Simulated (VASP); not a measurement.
Here is a VASP 6.6.1 calculation.

The input INCAR:

```
PREC = Accurate
ENCUT = 520
EDIFF = 1E-7
ISMEAR = 0
SIGMA = 0.01
LREAL = False
LASPH = True
NELM = 100
ALGO = Normal
ISIF = 2
LWAVE = False
LCHARG = True
LELF = True
LVHAR = True
NBANDS = 18
```

The input KPOINTS:

```
regular mesh
0
Gamma
  8 8 8
```

The input POSCAR:

```
HfO2
1.0
    0.0000000000      2.5004327418      2.5004327418
    2.5004327418      0.0000000000      2.5004327418
    2.5004327418      2.5004327418      0.0000000000
Hf O
1 2
Direct
    0.0000000000      0.0000000000      0.0000000000
    0.2500000000      0.2500000000      0.2500000000
    0.7500000000      0.7500000000      0.7500000000
```

Potentials or basis: VASP PAW LDA potentials, release 64 (Hf_pv, O).

The run is started by

```console
$ cat potpaw_LDA.64/Hf_pv/POTCAR potpaw_LDA.64/O/POTCAR > POTCAR
$ mpirun -np 1 vasp_std > vasp.out
```

(1) What does it give for the pressure?

(2) Predict the band gap on the k mesh.

Answers

(1) -3.2 GPa.

(2) 3.70 eV.

Caveat: the cell stands under tension; spin-orbit coupling is left out, which moves the levels of the heavy elements.
